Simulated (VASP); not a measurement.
The system is Y2SbN3.

```
CELL_PARAMETERS angstrom
3.63599 0.00000 0.00000
-1.81799 3.14886 0.00000
0.00000 0.00000 9.02231
ATOMIC_POSITIONS crystal
Y 0.33333 0.66667 0.82713
Y 0.66667 0.33333 0.17286
Sb 0.00000 0.00000 0.50000
N 0.33333 0.66667 0.34809
N 0.66667 0.33333 0.65191
N 0.00000 0.00000 0.00000
```

* Program: VASP 6.6.1
* Task: relaxation of cell and atoms
* Functional: PBEsol
* Potentials or basis: VASP PAW PBE potentials, release 64 (Y_sv, Sb, N)
* Cutoff: 600 eV
* k mesh: 6 × 6 × 2
* Occupations: fermi-dirac, width 0.03 eV
* Spin: no spin polarisation

At the start: pressure -18.2 GPa; volume 17.22 Å³/atom.

Question: Where does the relaxation end?

Answer: Over 12 steps the energy falls by 279.5 meV/atom and the volume is 14.56 Å³/atom (-15.4 %); space group P-3m1 (No. 164, to 0.05 Å).

Step by step:
```tsv
step	energy change (eV)	largest force (eV/Å)	pressure (GPa)	volume (Å³)
1	0.0000	2.0347	-18.20	103.30
2	-0.6160	1.3278	26.17	76.73
3	-1.2601	1.8787	1.79	86.45
4	-1.2608	1.8641	2.41	86.10
5	-1.5676	0.9797	2.24	86.10
6	-1.6643	0.1815	2.33	86.10
7	-1.6661	0.1620	2.38	86.10
8	-1.6606	0.0330	-2.88	89.07
9	-1.6768	0.0727	-0.09	87.39
10	-1.6768	0.0711	-0.13	87.42
11	-1.6771	0.0292	0.01	87.35
12	-1.6771	0.0051	-0.04	87.37
```

Final structure:
```xyz
6
Lattice="3.4384 0.0000 0.0000 -1.7192 2.9777 0.0000 0.0000 0.0000 8.5336" Properties=species:S:1:pos:R:3 pbc="T T T"
Y     0.0000    1.9851    7.1320
Y     1.7192    0.9926    1.4016
Sb    0.0000    0.0000    4.2668
N     0.0000    1.9851    2.7279
N     1.7192    0.9926    5.8057
N     0.0000    0.0000    0.0000
```

Caveat: the volume moved by over 15 % at a fixed basis, so the end points are rough; the PAW data sets were made with another functional, which shifts forces and pressure a little.
